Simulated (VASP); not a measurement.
# C (P6/mmm) in VASP: notebook

Runs on C. Level: PBEsol+D3(BJ). Tasks: single point.

Everything below comes from runs of VASP 6.6.1. Logs are shortened: lines on timing, memory, paths and dates and some standing lists are left out, and cuts for length are marked.

## (1) The cell of the first run

It takes space group P6/mmm (No. 191, hexagonal). Conventional cell: a = 2.437 Å, b = 2.437 Å, c = 3.500 Å, α = 90.00°, β = 90.00°, γ = 120.00°. C (site symmetry -6m2) has 3 C at 1.41 Å within 1.9 Å.

## (2) Single point, PBEsol+D3(BJ)

INCAR reads:

```
SYSTEM = C
PREC     = Accurate       ! precision mode
ENCUT    = 520            ! plane-wave cutoff, eV
EDIFF    = 1E-7           ! SCF threshold, eV
ISMEAR   = 0              ! smearing method
SIGMA    = 0.15           ! smearing width, eV
LREAL    = .FALSE.        ! projectors in reciprocal space
LASPH    = .TRUE.         ! aspherical terms in the spheres
NELM     = 100            ! most SCF steps
ALGO     = Normal         ! electronic algorithm
ISIF     = 2              ! what is computed and relaxed
LWAVE    = .FALSE.        ! write WAVECAR
LCHARG   = .FALSE.        ! write CHGCAR
GGA      = PS             ! functional
IVDW     = 12             ! dispersion correction
NBANDS   = 11             ! bands
```

KPOINTS reads:

```
Automatic mesh
0
G
  21 21 12
  0 0 0
```

POSCAR reads:

```
C
1.0
    2.4372596835      0.0000000000      0.0000000000
   -1.2186298418      2.1107288015      0.0000000000
    0.0000000000      0.0000000000      3.5001875387
C
2
Direct
    0.3333333333      0.6666666667      0.0000000000
    0.6666666667      0.3333333333      0.0000000000
```

Potentials or basis: VASP PAW PBE potentials, release 64 (C).

Started as:

```
cat potpaw_PBE.64/C/POTCAR > POTCAR
mpirun -np 1 vasp_std > vasp.out
```

OUTCAR:

```text
SYSTEM = C
   PREC = Accurate
   ENCUT = 520
   EDIFF = 1E-7
   ISMEAR = 0
   LREAL = .FALSE.
   LASPH = .TRUE.
   NELM = 100
   ISIF = 2
   GGA = PS
   IVDW = 12
 IVDW          = 12

 ion  position               nearest neighbor table
   1  0.333  0.667  0.000-   2 1.41   2 1.41   2 1.41
   2  0.667  0.333  0.000-   1 1.41   1 1.41   1 1.41

  LATTYP: Found a hexagonal cell.
 ALAT       =     2.4372596835
 C/A-ratio  =     1.4361159635

  Lattice vectors:

 A1 = (   2.4372596835,   0.0000000000,   0.0000000000)
 A2 = (  -1.2186298418,   2.1107288015,   0.0000000000)
 A3 = (   0.0000000000,   0.0000000000,   3.5001875387)

Analysis of symmetry for initial positions (statically):
=====================================================================
 Subroutine PRICEL returns:
 Original cell was already a primitive cell.

 Routine SETGRP: Setting up the symmetry group for a
 hexagonal supercell.

 Subroutine GETGRP returns: Found 24 space group operations
 (whereof 24 operations were pure point group operations)
 out of a pool of 24 trial point group operations.

The static configuration has the point symmetry D_6h.

Analysis of symmetry for dynamics (positions and initial velocities):
=====================================================================
 Subroutine PRICEL returns:
 Original cell was already a primitive cell.

 Routine SETGRP: Setting up the symmetry group for a
 hexagonal supercell.

 Subroutine GETGRP returns: Found 24 space group operations
 (whereof 24 operations were pure point group operations)
 out of a pool of 24 trial point group operations.

The dynamic configuration has the point symmetry D_6h.

 Subroutine INISYM returns: Found 24 space group operations
 (whereof 24 operations are pure point group operations),
 and found     1 'primitive' translations

----------------------------------------------------------------------------------------

                                     Primitive cell

  volume of cell :      18.0063

  direct lattice vectors                    reciprocal lattice vectors
     2.437259684  0.000000000  0.000000000     0.410296862  0.236885004  0.000000000
    -1.218629842  2.110728802  0.000000000     0.000000000  0.473770007  0.000000000
     0.000000000  0.000000000  3.500187539     0.000000000  0.000000000  0.285698977

  length of vectors
     2.437259684  2.437259683  3.500187539     0.473770007  0.473770007  0.285698977

  position of ions in fractional coordinates (direct lattice)
     0.333333333  0.666666667  0.000000000
     0.666666667  0.333333333  0.000000000

  ion indices of the primitive-cell ions
   primitive index   ion index
                 1           1
                 2           2

----------------------------------------------------------------------------------------

 KPOINTS: Automatic mesh

Automatic generation of k-mesh.
 Grid dimensions read from file:
 generate k-points for:   21   21   12

 Generating k-lattice:

  Cartesian coordinates                     Fractional coordinates (reciprocal lattice)
     0.019537946  0.011280238  0.000000000     0.047619048  0.000000000  0.000000000
     0.000000000  0.022560477  0.000000000     0.000000000  0.047619048  0.000000000
     0.000000000  0.000000000  0.023808248     0.000000000  0.000000000  0.083333333

  Length of vectors
     0.022560477  0.022560477  0.023808248

  Shift w.r.t. Gamma in fractional coordinates (k-lattice)
     0.000000000  0.000000000  0.000000000

 Subroutine IBZKPT returns following result:
 ===========================================

 Found    336 irreducible k-points:

 Following reciprocal coordinates:
            Coordinates               Weight
  0.000000  0.000000  0.000000      1.000000
  0.047619  0.000000  0.000000      6.000000
  0.095238  0.000000  0.000000      6.000000
  0.142857  0.000000  0.000000      6.000000
  0.190476  0.000000  0.000000      6.000000
  0.238095  0.000000  0.000000      6.000000
[... 16 lines left out ...]
  0.142857  0.095238  0.000000     12.000000
  0.190476  0.095238  0.000000     12.000000
 [... further k-points ...]
   k-points           NKPTS =    336   k-points in BZ     NKDIM =    336   number of bands    NBANDS=     11
   number of dos      NEDOS =    301   number of ions     NIONS =      2
   total plane-waves  NPLWV =   9072
   dimension x,y,z NGX =    18 NGY =   18 NGZ =   28
   dimension x,y,z NGXF=    36 NGYF=   36 NGZF=   56
   ions per type =               2
   NGX,Y,Z   is equivalent  to a cutoff of  12.28, 12.28, 13.30 a.u.
   NGXF,Y,Z  is equivalent  to a cutoff of  24.56, 24.56, 26.60 a.u.
 SYSTEM =  C
   PREC   = accura    normal or accurate (medium, high low for compatibility)
   ISTART =      0    job   : 0-new  1-cont  2-samecut
   ICHARG =      2    charge: 1-file 2-atom 10-const
   ISPIN  =      1    spin polarized calculation?
   LNONCOLLINEAR =      F non collinear calculations
   LSORBIT =      F    spin-orbit coupling
   LASPH  =      T    aspherical Exc in radial PAW
   ENCUT  =  520.0 eV  38.22 Ry    6.18 a.u.   4.53  4.53  6.51*2*pi/ulx,y,z
   NELM   =    100;   NELMIN=  2; NELMDL= -5     # of ELM steps
   EDIFF  = 0.1E-06   stopping-criterion for ELM
   LREAL  =      F    real-space projection
   EDIFFG = 0.1E-05   stopping-criterion for IOM
   NSW    =      0    number of steps for IOM
   IBRION =     -1    ionic relax: 0-MD 1-quasi-New 2-CG
   NFREE  =      0    steps in history (QN), initial steepest desc. (CG)
   ISIF   =      2    stress and relaxation
   ISYM   =      2    0-nonsym 1-usesym 2-fastsym
   POTIM  = 0.5000    time-step for ionic-motion
   TEBEG  =    0.0;   TEEND  =   0.0 temperature during run
   PSTRESS=    0.0 pullay stress
   NELECT =       8.0000    total number of electrons
   NUPDOWN=      -1.0000    fix difference up-down
   EMIN   =  10.00;   EMAX   =-10.00  energy-range for DOS
   EFERMI =   0.00;   METHOD = LEGACY
   ISMEAR =     0;   SIGMA  =   0.15  broadening in eV -4-tet -1-fermi 0-gaus
   EFERMI_NEDOS =   21; number of points for ismear=-14 and -15
   IALGO  =     38    algorithm
   IMIX   =      4    mixing-type and parameters
     AMIX     =   0.40;   BMIX     =  1.00
     AMIX_MAG =   1.60;   BMIX_MAG =  1.00
  volume/ion in A,a.u.               =       9.00        60.76
  Fermi-wavevector in a.u.,A,eV,Ry     =   1.249193  2.360633 21.231672  1.560484
  Thomas-Fermi vector in A             =   2.383245
   LORBIT       =      0    0 simple, 1 ext, 2 COOP (PROOUT), +10 PAW based schemes
   GGA     = PS    functional components
   LHFCALC =     F    Hartree Fock is set to
   AEXX    =    0.0000 exact exchange contribution
   IVDW    =    12    specifies the selected vdW correction
   LEPSILON=     F    determine dielectric tensor
   LRPA    =     F    only Hartree local field effects (RPA)
 non-spin polarized calculation
 Gauss-broadening in eV      SIGMA  =   0.15
  energy-cutoff  :      520.00
  volume of cell :       18.01
 maximum number of plane-waves:       506
   NGX =  9   NGY =  9   NGZ = 13

 number of electron       8.0000000 magnetization

 Free energy of the ion-electron system (eV)
  ---------------------------------------------------
  ext. energy  EPLUGINS =         0.00000000
  ---------------------------------------------------
  free energy    TOTEN  =       -19.26066088 eV

  energy without entropy =      -19.26048658  energy(sigma->0) =      -19.26057373

 E-fermi :   4.4526     XC(G=0): -10.3003

 val. band max:        4.4464237502   @ k =   0.3333   0.3333   0.2500
 cond. band min:       4.7164397308   @ k =   0.3333   0.3333   0.1667
 fundamental gap:      0.2700159806
 Fermi energy:         4.4526202843

 k-point     1 :       0.0000    0.0000    0.0000
  band No.  band energies     occupation
      1     -15.4017      2.00000
      2      -2.5802      2.00000
      3       1.4774      2.00000
      4       1.4774      2.00000
      5       8.0688      0.00000
      6      12.9580      0.00000
      7      12.9580      0.00000
      8      16.5042      0.00000
      9      17.7259      0.00000
     10      26.7850      0.00000
     11      28.7575      0.00000

 k-point     2 :       0.0476    0.0000    0.0000
  band No.  band energies     occupation
      1     -15.3465      2.00000
      2      -2.5160      2.00000
      3       1.2531      2.00000
      4       1.3557      2.00000
      5       8.1365      0.00000
      6      12.9877      0.00000
      7      13.2006      0.00000
      8      16.3164      0.00000
      9      17.8111      0.00000
     10      26.9598      0.00000
     11      28.6636      0.00000

 k-point     3 :       0.0952    0.0000    0.0000
  band No.  band energies     occupation
      1     -15.1813      2.00000
      2      -2.3238      2.00000
      3       0.6229      2.00000
      4       1.0231      2.00000
      5       8.3403      0.00000
      6      13.0341      0.00000
      7      13.8934      0.00000
      8      15.7758      0.00000
      9      18.0807      0.00000
     10      27.4298      0.00000
     11      28.3213      0.00000

 k-point     4 :       0.1429    0.0000    0.0000
  band No.  band energies     occupation
      1     -14.9066      2.00000
      2      -2.0057      2.00000
      3      -0.3130      2.00000
      4       0.5546      2.00000
      5       8.6808      0.00000
      6      13.0239      0.00000
      7      14.9393      0.00000
      8      14.9552      0.00000
      9      18.5409      0.00000
     10      27.6665      0.00000
     11      28.0040      0.00000

 k-point     5 :       0.1905    0.0000    0.0000
  band No.  band energies     occupation
      1     -14.5234      2.00000
      2      -1.5650      2.00000
      3      -1.4470      2.00000
      4       0.0281      2.00000
      5       9.1575      0.00000
      6      12.9278      0.00000
      7      13.8793      0.00000
      8      16.2957      0.00000
      9      19.1323      0.00000
     10      26.7908      0.00000
     11      28.1937      0.00000
[... 211 lines left out ...]
 k-point    21 :       0.4762    0.0476    0.0000
  band No.  band energies     occupation
      1      -9.8964      2.00000
      2      -9.0167      2.00000
      3      -2.2219      2.00000
      4       2.6635      2.00000
      5       6.8805      0.00000
      6      12.2569      0.00000
      7      15.3912      0.00000
      8      15.5969      0.00000
      9      22.6808      0.00000
     10      24.8915      0.00000
     11      27.8129      0.00000

 k-point    22 :       0.0952    0.0952    0.0000
  band No.  band energies     occupation
      1     -14.7422      2.00000
      2      -1.8159      2.00000
      3      -0.6567      2.00000
      4       0.1128      2.00000
      5       8.8869      0.00000
      6      13.4349      0.00000
      7      14.4852      0.00000
      8      14.9752      0.00000
      9      18.9868      0.00000
     10      26.9906      0.00000
     11      28.2218      0.00000

 k-point    23 :       0.1429    0.0952    0.0000
  band No.  band energies     occupation
      1     -14.3597      2.00000
      2      -1.6148      2.00000
      3      -1.3773      2.00000
      4      -0.5180      2.00000
      5       9.3658      0.00000
      6      13.4951      0.00000
      7      13.6107      0.00000
      8      15.7584      0.00000
      9      19.8295      0.00000
     10      25.8627      0.00000
     11      28.2400      0.00000

 k-point    24 :       0.1905    0.0952    0.0000
  band No.  band energies     occupation
      1     -13.8706      2.00000
      2      -2.7378      2.00000
      3      -1.1118      2.00000
      4      -0.8224      2.00000
      5       9.9794      0.00000
      6      12.3606      0.00000
      7      13.5944      0.00000
      8      16.7927      0.00000
      9      20.7572      0.00000
     10      24.7234      0.00000
     11      27.4516      0.00000

 [... further k-points ...]

------------------------ aborting loop because EDIFF is reached ----------------------------------------

 Edisp (eV)   -0.21092

 E8    (eV) :    -0.1025

  FORCE on cell =-STRESS in cart. coord.  units (eV):
  Direction    XX          YY          ZZ          XY          YZ          ZX
  --------------------------------------------------------------------------------------
  -------------------------------------------------------------------------------------
  Total       1.35849     1.35849     0.01449    -0.00000     0.00000     0.00000
  in kB     120.87601   120.87601     1.28903    -0.00000     0.00000     0.00000
  external pressure =       81.01 kB  Pullay stress =        0.00 kB

 VOLUME and BASIS-vectors are now :
 -----------------------------------------------------------------------------
  energy-cutoff  :      520.00
  volume of cell :       18.01
      direct lattice vectors                 reciprocal lattice vectors
     2.437259684  0.000000000  0.000000000     0.410296862  0.236885004  0.000000000
    -1.218629842  2.110728802  0.000000000     0.000000000  0.473770007  0.000000000
     0.000000000  0.000000000  3.500187539     0.000000000  0.000000000  0.285698977

 POSITION                                       TOTAL-FORCE (eV/Angst)
 -----------------------------------------------------------------------------------
     -0.00000      1.40715      0.00000         0.000000     -0.000000      0.000000
      1.21863      0.70358      0.00000        -0.000000      0.000000      0.000000
 -----------------------------------------------------------------------------------
    total drift:                                0.000000     -0.000000      0.000000

  FREE ENERGIE OF THE ION-ELECTRON SYSTEM (eV)
  ---------------------------------------------------
  free  energy   TOTEN  =       -19.4715787635 eV

  energy  without entropy=      -19.4714044575  energy(sigma->0) =      -19.47149161
```

It took 36 s on 1 thread of Intel Xeon 6975P-C, shared host; peak memory 0.18 GiB.

What came out:

```yaml
Free_energy: -19.4716 eV
Pressure: 8.1 GPa
Band_gap_on_the_k_mesh: zero (band 4 reaches 5.01 eV, above the bottom of band 5 at 3.95 eV)
Dispersion_energy_per_atom: -0.105 eV
```

Stress tensor (GPa, compression positive):
```
12.09  0.00  0.00
 0.00 12.09  0.00
 0.00  0.00  0.13
```

Caveat: the PAW data sets were made with another functional, which shifts forces and pressure a little.

## (3) Single point, PBEsol+D3(BJ)

This run uses another cell than the first one, of 9.23 Å³/atom, 1.025 times its volume.

INCAR reads:

```
PREC     = Accurate       # precision mode
ENCUT    = 520            # plane-wave cutoff, eV
EDIFF    = 1E-6           # SCF threshold, eV
ISMEAR   = 0              # smearing method
SIGMA    = 0.15           # smearing width, eV
LREAL    = False          # projectors in reciprocal space
LASPH    = True           # aspherical terms in the spheres
NELM     = 60             # most SCF steps
ALGO     = Normal         # electronic algorithm
ISIF     = 2              # what is computed and relaxed
LWAVE    = False          # write WAVECAR
LCHARG   = False          # write CHGCAR
GGA      = PS             # functional
IVDW     = 12             # dispersion correction
NBANDS   = 11             # bands
```

KPOINTS reads:

```
Automatic mesh
0
Gamma
  21 21 12
```

POSCAR reads:

```
C
1.0
    2.4576582469      0.0000000000      0.0000000000
   -1.2288291235      2.1283944757      0.0000000000
    0.0000000000      0.0000000000      3.5294822413
C
2
Direct
    0.3333333333      0.6666666667      0.0000000000
    0.6666666667      0.3333333333      0.0000000000
```

Potentials or basis: VASP PAW PBE potentials, release 64 (C).

Started as:

```
cat potpaw_PBE.64/C/POTCAR > POTCAR
mpirun -np 1 vasp_std > vasp.out
```

Run time: 36 s. Hardware: 1 thread of Intel Xeon 6975P-C, shared host; peak memory 0.18 GiB.

The run converged. Its results:

```
Free energy                : -19.4842 eV
Pressure                   : 0.7 GPa
Band gap on the k mesh     : zero (band 4 reaches 4.77 eV, above the bottom of band 5 at 3.75 eV)
Dispersion energy per atom : -0.105 eV
```

Stress tensor (GPa, compression positive):
```
 1.09  0.00  0.00
 0.00  1.09  0.00
 0.00  0.00 -0.10
```

Levels at points of the mesh, in eV from the Fermi level:
```tsv
k point	band 1	band 2	band 3	band 4	band 5	band 6	band 7	band 8	band 9
(0.00, 0.00, 0.00)	-19.65	-6.89	-2.99	-2.99	3.66	8.34	8.34	11.74	12.71
(0.00, 0.00, 0.50)	-19.44	-8.44	-2.97	-2.97	8.41	8.41	9.20	11.45	13.00
```

Caveat: the PAW data sets were made with another functional, which shifts forces and pressure a little.

## (4) Single point, PBEsol+D3(BJ)

This run uses another cell than the first one, of 9.46 Å³/atom, 1.051 times its volume.

INCAR reads:

```
  ALGO = Normal
  EDIFF = 1E-6
  ENCUT = 520
  GGA = PS
  ISIF = 2
  ISMEAR = 0
  IVDW = 12
  LASPH = True
  LCHARG = False
  LREAL = False
  LWAVE = False
  NBANDS = 11
  NELM = 100
  PREC = Accurate
  SIGMA = 0.15
```

KPOINTS reads:

```
k-points
0
Gamma
  21 21 12
```

POSCAR reads:

```
C
1.0
    2.4780568104      0.0000000000      0.0000000000
   -1.2390284052      2.1460601498      0.0000000000
    0.0000000000      0.0000000000      3.5587769439
C
2
Direct
    0.3333333333      0.6666666667      0.0000000000
    0.6666666667      0.3333333333      0.0000000000
```

Started as:

```
cat potpaw_PBE.64/C/POTCAR > POTCAR
mpirun -np 1 vasp_std > vasp.out
```

Run time: 35 s. Hardware: 1 thread of Intel Xeon 6975P-C, shared host; peak memory 0.18 GiB.

The run converged. Its results:

| Quantity | Value |
| --- | --- |
| Free energy | -19.4767 eV |
| Pressure | -6.0 GPa |
| Band gap on the k mesh | zero (band 4 reaches 4.53 eV, above the bottom of band 5 at 3.56 eV) |
| Dispersion energy per atom | -0.103 eV |

Stress tensor (GPa, compression positive):
```
-8.82  0.00  0.00
 0.00 -8.82  0.00
 0.00  0.00 -0.27
```

Levels at points of the mesh, in eV from the Fermi level:
| k point | band 2 | band 3 | band 4 | band 5 | band 6 | band 7 |
| --- | --- | --- | --- | --- | --- | --- |
| (0.00, 0.00, 0.00) | -6.75 | -3.00 | -3.00 | 3.71 | 8.18 | 8.18 |
| (0.00, 0.00, 0.50) | -8.25 | -2.98 | -2.98 | 8.24 | 8.24 | 9.11 |

Caveat: the PAW data sets were made with another functional, which shifts forces and pressure a little.

## (5) The runs side by side

| cell | gap on the mesh (eV) | pressure (GPa) |
| --- | --- | --- |
| a = 2.437, b = 2.437, c = 3.500 Å, angles 90.0, 90.0, 120.0°, 2 atoms | none | 8.1 |
| a = 2.458, b = 2.458, c = 3.529 Å, angles 90.0, 90.0, 120.0°, 2 atoms | none | 0.7 |
| a = 2.478, b = 2.478, c = 3.559 Å, angles 90.0, 90.0, 120.0°, 2 atoms | none | -6.0 |

Alike in all rows: task single point; level PBEsol+D3(BJ); potentials or basis VASP PAW PBE potentials, release 64 (C); no spin polarisation; k mesh 21 × 21 × 12; cutoff (eV) 520; smearing gaussian 0.15 eV.

Caveats: the PAW data sets were made with another functional, which shifts forces and pressure a little.

Absolute energies hang on the potentials; compare differences alone.
